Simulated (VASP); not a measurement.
# Al2O3 (P-3m1) in VASP: a series of runs

Al2O3 is run at these levels: r2SCAN; tasks: single point.

All numbers are computed with VASP 6.6.1; they aren't measurements. Logs are shortened: lines on timing, memory, paths and dates and some standing lists are left out, and cuts for length are marked.

## 1. The cell of the first run

The structure is trigonal, space group P-3m1 (No. 164). Conventional cell: a = 3.103 Å, b = 3.103 Å, c = 7.165 Å, α = 90.00°, β = 90.00°, γ = 120.00°. Within 2.1 Å of Al (site symmetry 3m) lie 4 O at 1.59 to 1.88 Å. O (site symmetry 3m) has 3 Al at 1.88 Å within 2.5 Å. Within 2.1 Å of O (site symmetry -3m) lie 2 Al at 1.59 Å.

## 2. Single point, r2SCAN

The input, POSCAR:

```
Al2O3
1.0
    3.1025264353      0.0000000000      0.0000000000
   -1.5512632176      2.6868667089      0.0000000000
    0.0000000000      0.0000000000      7.1650680474
Al O
2 3
Direct
    0.0000000000      0.0000000000      0.2779510000
    0.0000000000      0.0000000000      0.7220490000
    0.3333333333      0.6666666667      0.1994540000
    0.6666666667      0.3333333333      0.8005460000
    0.0000000000      0.0000000000      0.5000000000
```

The input, INCAR.step1:

```
ALGO = Normal
EDIFF = 1E-4
ENCUT = 520
GGA = PE
ISMEAR = 0
LASPH = True
LCHARG = False
LREAL = False
LWAVE = True
NBANDS = 20
NELM = 80
PREC = Accurate
SIGMA = 0.05
```

The input, INCAR.step2:

```
ALGO = Normal
EDIFF = 1E-7
ENCUT = 520
ISIF = 2
ISMEAR = 0
ISTART = 1
LASPH = True
LCHARG = True
LELF = True
LMIXTAU = True
LREAL = False
LVHAR = True
LWAVE = False
METAGGA = R2SCAN
NBANDS = 20
NELM = 80
PREC = Accurate
SIGMA = 0.05
```

The input, KPOINTS:

```
k-points
0
Gamma
  12 12 4
```

Potentials or basis: VASP PAW PBE potentials, release 64 (Al, O).

Started as:

```
$ cat potpaw_PBE.64/Al/POTCAR potpaw_PBE.64/O/POTCAR > POTCAR
$ cp INCAR.step1 INCAR
$ mpirun -np 1 vasp_std > vasp.out
$ cp INCAR.step2 INCAR
$ mpirun -np 1 vasp_std > vasp.out
```

OUTCAR:

```text
EDIFF = 1E-7
   ENCUT = 520
   ISIF = 2
   ISMEAR = 0
   ISTART = 1
   LASPH = True
   LREAL = False
   METAGGA = R2SCAN
   NELM = 80
   PREC = Accurate

 ion  position               nearest neighbor table
   1  0.000  0.000  0.278-   5 1.59   3 1.88   3 1.88   3 1.88   2 3.18
   2  0.000  0.000  0.722-   5 1.59   4 1.88   4 1.88   4 1.88   1 3.18
   3  0.333  0.667  0.199-   1 1.88   1 1.88   1 1.88
   4  0.667  0.333  0.801-   2 1.88   2 1.88   2 1.88
   5  0.000  0.000  0.500-   1 1.59   2 1.59

  LATTYP: Found a hexagonal cell.
 ALAT       =     3.1025264353
 C/A-ratio  =     2.3094301360

  Lattice vectors:

 A1 = (   3.1025264353,   0.0000000000,   0.0000000000)
 A2 = (  -1.5512632176,   2.6868667089,   0.0000000000)
 A3 = (   0.0000000000,   0.0000000000,   7.1650680474)

Analysis of symmetry for initial positions (statically):
=====================================================================
 Subroutine PRICEL returns:
 Original cell was already a primitive cell.

 Routine SETGRP: Setting up the symmetry group for a
 hexagonal supercell.

 Subroutine GETGRP returns: Found 12 space group operations
 (whereof 12 operations were pure point group operations)
 out of a pool of 24 trial point group operations.

The static configuration has the point symmetry D_3d.

Analysis of symmetry for dynamics (positions and initial velocities):
=====================================================================
 Subroutine PRICEL returns:
 Original cell was already a primitive cell.

 Routine SETGRP: Setting up the symmetry group for a
 hexagonal supercell.

 Subroutine GETGRP returns: Found 12 space group operations
 (whereof 12 operations were pure point group operations)
 out of a pool of 24 trial point group operations.

The dynamic configuration has the point symmetry D_3d.

 Subroutine INISYM returns: Found 12 space group operations
 (whereof 12 operations are pure point group operations),
 and found     1 'primitive' translations

----------------------------------------------------------------------------------------

                                     Primitive cell

  volume of cell :      59.7285

  direct lattice vectors                    reciprocal lattice vectors
     3.102526435  0.000000000  0.000000000     0.322317963  0.186090363  0.000000000
    -1.551263218  2.686866709  0.000000000     0.000000000  0.372180725  0.000000000
     0.000000000  0.000000000  7.165068047     0.000000000  0.000000000  0.139566016

  length of vectors
     3.102526435  3.102526435  7.165068047     0.372180725  0.372180725  0.139566016

  position of ions in fractional coordinates (direct lattice)
     0.000000000  0.000000000  0.277951000
     0.000000000  0.000000000  0.722049000
     0.333333333  0.666666667  0.199454000
     0.666666667  0.333333333  0.800546000
     0.000000000  0.000000000  0.500000000

  ion indices of the primitive-cell ions
   primitive index   ion index
                 1           1
                 2           2
                 3           3
                 4           4
                 5           5

----------------------------------------------------------------------------------------

 KPOINTS: k-points

Automatic generation of k-mesh.
 Grid dimensions read from file:
 generate k-points for:   12   12    4

 Generating k-lattice:

  Cartesian coordinates                     Fractional coordinates (reciprocal lattice)
     0.026859830  0.015507530  0.000000000     0.083333333 -0.000000000  0.000000000
     0.000000000  0.031015060  0.000000000     0.000000000  0.083333333  0.000000000
     0.000000000  0.000000000  0.034891504     0.000000000  0.000000000  0.250000000

  Length of vectors
     0.031015060  0.031015060  0.034891504

  Shift w.r.t. Gamma in fractional coordinates (k-lattice)
     0.000000000  0.000000000  0.000000000

 Subroutine IBZKPT returns following result:
 ===========================================

 Found     69 irreducible k-points:

 Following reciprocal coordinates:
            Coordinates               Weight
  0.000000  0.000000  0.000000      1.000000
  0.083333 -0.000000  0.000000      6.000000
  0.166667  0.000000  0.000000      6.000000
  0.250000 -0.000000  0.000000      6.000000
  0.333333 -0.000000  0.000000      6.000000
  0.416667 -0.000000  0.000000      6.000000
[... 16 lines left out ...]
  0.166667  0.000000  0.250000      6.000000
  0.000000  0.166667  0.250000      6.000000
 [... further k-points ...]
   k-points           NKPTS =     69   k-points in BZ     NKDIM =     69   number of bands    NBANDS=     20
   number of dos      NEDOS =    301   number of ions     NIONS =      5
   total plane-waves  NPLWV =  31104
   dimension x,y,z NGX =    24 NGY =   24 NGZ =   54
   dimension x,y,z NGXF=    48 NGYF=   48 NGZF=  108
   ions per type =               2   3
   NGX,Y,Z   is equivalent  to a cutoff of  12.86, 12.86, 12.53 a.u.
   NGXF,Y,Z  is equivalent  to a cutoff of  25.72, 25.72, 25.06 a.u.
 SYSTEM =  unknown system
   PREC   = accura    normal or accurate (medium, high low for compatibility)
   ISTART =      1    job   : 0-new  1-cont  2-samecut
   ICHARG =      0    charge: 1-file 2-atom 10-const
   ISPIN  =      1    spin polarized calculation?
   LNONCOLLINEAR =      F non collinear calculations
   LSORBIT =      F    spin-orbit coupling
   LASPH  =      T    aspherical Exc in radial PAW
   ENCUT  =  520.0 eV  38.22 Ry    6.18 a.u.   5.77  5.77 13.32*2*pi/ulx,y,z
   NELM   =     80;   NELMIN=  2; NELMDL=  0     # of ELM steps
   EDIFF  = 0.1E-06   stopping-criterion for ELM
   LREAL  =      F    real-space projection
   EDIFFG = 0.1E-05   stopping-criterion for IOM
   NSW    =      0    number of steps for IOM
   IBRION =     -1    ionic relax: 0-MD 1-quasi-New 2-CG
   NFREE  =      0    steps in history (QN), initial steepest desc. (CG)
   ISIF   =      2    stress and relaxation
   ISYM   =      2    0-nonsym 1-usesym 2-fastsym
   POTIM  = 0.5000    time-step for ionic-motion
   TEBEG  =    0.0;   TEEND  =   0.0 temperature during run
   PSTRESS=    0.0 pullay stress
   NELECT =      24.0000    total number of electrons
   NUPDOWN=      -1.0000    fix difference up-down
   EMIN   =  10.00;   EMAX   =-10.00  energy-range for DOS
   EFERMI =   0.00;   METHOD = LEGACY
   ISMEAR =     0;   SIGMA  =   0.05  broadening in eV -4-tet -1-fermi 0-gaus
   EFERMI_NEDOS =   21; number of points for ismear=-14 and -15
   IALGO  =     38    algorithm
   IMIX   =      4    mixing-type and parameters
     AMIX     =   0.40;   BMIX     =  1.00
     AMIX_MAG =   1.60;   BMIX_MAG =  1.00
  volume/ion in A,a.u.               =      11.95        80.61
  Fermi-wavevector in a.u.,A,eV,Ry     =   1.208049  2.282882 19.856107  1.459383
  Thomas-Fermi vector in A             =   2.343669
   LORBIT       =      0    0 simple, 1 ext, 2 COOP (PROOUT), +10 PAW based schemes
   METAGGA = R2SCAN    functional components
   LHFCALC =     F    Hartree Fock is set to
   AEXX    =    0.0000 exact exchange contribution
   IVDW    =     0    specifies the selected vdW correction
   LEPSILON=     F    determine dielectric tensor
   LRPA    =     F    only Hartree local field effects (RPA)
 non-spin polarized calculation
 Gauss-broadening in eV      SIGMA  =   0.05
  energy-cutoff  :      520.00
  volume of cell :       59.73
 maximum number of plane-waves:      1620
 NGX is ok and might be reduce to    24
   NGX = 11   NGY = 11   NGZ = 27

 number of electron      23.9999998 magnetization

 Free energy of the ion-electron system (eV)
  ---------------------------------------------------
  ext. energy  EPLUGINS =         0.00000000
  ---------------------------------------------------
  free energy    TOTEN  =       -46.18031298 eV

  energy without entropy =      -46.18031298  energy(sigma->0) =      -46.18031298

 E-fermi :   2.8170     XC(G=0): -10.1757

 val. band max:        2.5167888337   @ k =   0.0000   0.0000   0.0000
 cond. band min:       6.3069369969   @ k =   0.0000   0.0000   0.0000
 fundamental gap:      3.7901481632
 Fermi energy:         2.8170041777

 k-point     1 :       0.0000    0.0000    0.0000
  band No.  band energies     occupation
      1     -16.7583      2.00000
      2     -16.3897      2.00000
      3     -14.9491      2.00000
      4      -2.5061      2.00000
      5      -0.6545      2.00000
      6      -0.0765      2.00000
[... 12 lines left out ...]
     19      16.0208      0.00000
     20      16.4478      0.00000

 k-point     2 :       0.0833   -0.0000    0.0000
  band No.  band energies     occupation
      1     -16.7077      2.00000
      2     -16.3504      2.00000
      3     -14.9329      2.00000
      4      -2.5001      2.00000
      5      -0.6825      2.00000
      6      -0.2942      2.00000
[... 12 lines left out ...]
     19      16.1885      0.00000
     20      16.4337      0.00000

 k-point     3 :       0.1667    0.0000    0.0000
  band No.  band energies     occupation
      1     -16.5642      2.00000
      2     -16.2407      2.00000
      3     -14.8903      2.00000
      4      -2.5301      2.00000
      5      -1.0847      2.00000
      6      -0.7089      2.00000
[... 12 lines left out ...]
     19      16.6063      0.00000
     20      16.6256      0.00000

 k-point     4 :       0.2500   -0.0000    0.0000
  band No.  band energies     occupation
      1     -16.3534      2.00000
      2     -16.0866      2.00000
      3     -14.8380      2.00000
      4      -2.7277      2.00000
      5      -1.8136      2.00000
      6      -1.0462      2.00000
[... 12 lines left out ...]
     19      16.6667      0.00000
     20      17.1233      0.00000

 k-point     5 :       0.3333   -0.0000    0.0000
  band No.  band energies     occupation
      1     -16.1180      2.00000
      2     -15.9292      2.00000
      3     -14.7962      2.00000
      4      -3.0998      2.00000
      5      -2.4872      2.00000
      6      -1.1474      2.00000
[... 12 lines left out ...]
     19      16.4451      0.00000
     20      17.4250      0.00000

 k-point     6 :       0.4167   -0.0000    0.0000
  band No.  band energies     occupation
      1     -15.9168      2.00000
      2     -15.8201      2.00000
      3     -14.7767      2.00000
      4      -3.4310      2.00000
      5      -2.9497      2.00000
      6      -1.1743      2.00000
[... 12 lines left out ...]
     19      16.0143      0.00000
     20      17.5060      0.00000

 k-point     7 :       0.5000   -0.0000    0.0000
  band No.  band energies     occupation
      1     -15.8102      2.00000
      2     -15.8067      2.00000
      3     -14.7732      2.00000
      4      -3.5577      2.00000
      5      -3.1139      2.00000
      6      -1.1905      2.00000
[... 12 lines left out ...]
     19      15.8551      0.00000
     20      17.5109      0.00000
[... 277 lines left out ...]
 k-point    20 :       0.0000    0.0000    0.2500
  band No.  band energies     occupation
      1     -16.7193      2.00000
      2     -16.4425      2.00000
      3     -14.9331      2.00000
      4      -2.6015      2.00000
      5      -0.3370      2.00000
      6      -0.0887      2.00000
[... 12 lines left out ...]
     19      16.6166      0.00000
     20      16.6166      0.00000

 k-point    21 :       0.0833   -0.0000    0.2500
  band No.  band energies     occupation
      1     -16.6698      2.00000
      2     -16.4013      2.00000
      3     -14.9179      2.00000
      4      -2.5760      2.00000
      5      -0.5056      2.00000
      6      -0.3465      2.00000
[... 12 lines left out ...]
     19      16.1207      0.00000
     20      16.8519      0.00000

 k-point    22 :       0.0000    0.0833    0.2500
  band No.  band energies     occupation
      1     -16.6695      2.00000
      2     -16.4017      2.00000
      3     -14.9178      2.00000
      4      -2.5777      2.00000
      5      -0.5497      2.00000
      6      -0.3122      2.00000
[... 12 lines left out ...]
     19      16.1110      0.00000
     20      16.7908      0.00000

 k-point    23 :       0.1667    0.0000    0.2500
  band No.  band energies     occupation
      1     -16.5300      2.00000
      2     -16.2857      2.00000
      3     -14.8783      2.00000
      4      -2.5474      2.00000
      5      -1.0569      2.00000
      6      -0.8633      2.00000
[... 12 lines left out ...]
     19      16.5209      0.00000
     20      17.3912      0.00000

 k-point    24 :       0.0000    0.1667    0.2500
  band No.  band energies     occupation
      1     -16.5278      2.00000
      2     -16.2886      2.00000
      3     -14.8775      2.00000
      4      -2.5632      2.00000
      5      -1.0917      2.00000
      6      -0.8675      2.00000
[... 12 lines left out ...]
     19      16.6121      0.00000
     20      17.3297      0.00000

 [... further k-points ...]
[... 5 lines left out ...]
  --------------------------------------------------------------------------------------
  -------------------------------------------------------------------------------------
  Total       -5.8755559     -5.8755559     10.3401136     -0.0000000      0.0000000      0.0000000
  in kB     -157.6077670   -157.6077670    277.3664703     -0.0000000      0.0000000      0.0000000
  external PRESSURE =     -12.6163545 kB  Pullay stress =       0.0000000 kB

 VOLUME and BASIS-vectors are now :
 -----------------------------------------------------------------------------
  energy-cutoff  :      520.00
  volume of cell :       59.73
      direct lattice vectors                 reciprocal lattice vectors
     3.102526435  0.000000000  0.000000000     0.322317963  0.186090363  0.000000000
    -1.551263218  2.686866709  0.000000000     0.000000000  0.372180725  0.000000000
     0.000000000  0.000000000  7.165068047     0.000000000  0.000000000  0.139566016

 POSITION                                       TOTAL-FORCE (eV/Angst)
 -----------------------------------------------------------------------------------
      0.00000      0.00000      1.99154        -0.000000     -0.000000     -3.585440
      0.00000      0.00000      5.17353         0.000000      0.000000      3.585440
     -0.00000      1.79124      1.42910         0.000000      0.000000      0.330085
      1.55126      0.89562      5.73597         0.000000      0.000000     -0.330085
      0.00000      0.00000      3.58253         0.000000      0.000000     -0.000000
 -----------------------------------------------------------------------------------
    total drift:                                0.000000      0.000000     -0.000000

  FREE ENERGIE OF THE ION-ELECTRON SYSTEM (eV)
  ---------------------------------------------------
  free  energy   TOTEN  =       -46.1803129805 eV

  energy  without entropy=      -46.1803129805  energy(sigma->0) =      -46.18031298
```

Wall time 10 min (1 thread of AMD EPYC 7R43 (Zen 3), shared host); peak memory 0.18 GiB.

Results:

| Property | Result |
| --- | --- |
| Free energy | -46.1803 eV |
| Pressure | -1.3 GPa |
| Largest force | 3.585 eV/Å |
| Band gap on the k mesh | 3.79 eV |

Forces in eV/Å, atoms in the order of the input:
```
Al   0.000  0.000 -3.585
Al   0.000  0.000  3.585
O    0.000  0.000  0.330
O    0.000  0.000 -0.330
O    0.000  0.000  0.000
```

Stress tensor (GPa, compression positive):
```
-15.76   0.00   0.00
  0.00 -15.76   0.00
  0.00   0.00  27.74
```

Levels at points of the mesh, in eV from the valence-band top:
| k point | band 10 | band 11 | band 12 | band 13 | band 14 | band 15 |
| --- | --- | --- | --- | --- | --- | --- |
| (0.00, 0.00, 0.00) | -1.17 | 0.00 | 0.00 | 3.79 | 5.91 | 9.09 |
| (0.50, 0.00, 0.00) | -1.77 | -0.79 | -0.36 | 6.28 | 8.07 | 9.61 |
| (0.00, 0.00, 0.50) | -2.12 | 0.00 | 0.00 | 4.62 | 5.07 | 9.83 |
| (0.50, 0.00, 0.50) | -2.06 | -0.66 | -0.35 | 6.96 | 7.13 | 10.07 |

Caveat: the PAW data sets were made with another functional, which shifts forces and pressure a little. A k mesh can miss the band edges.

[end of part 1 of 2]
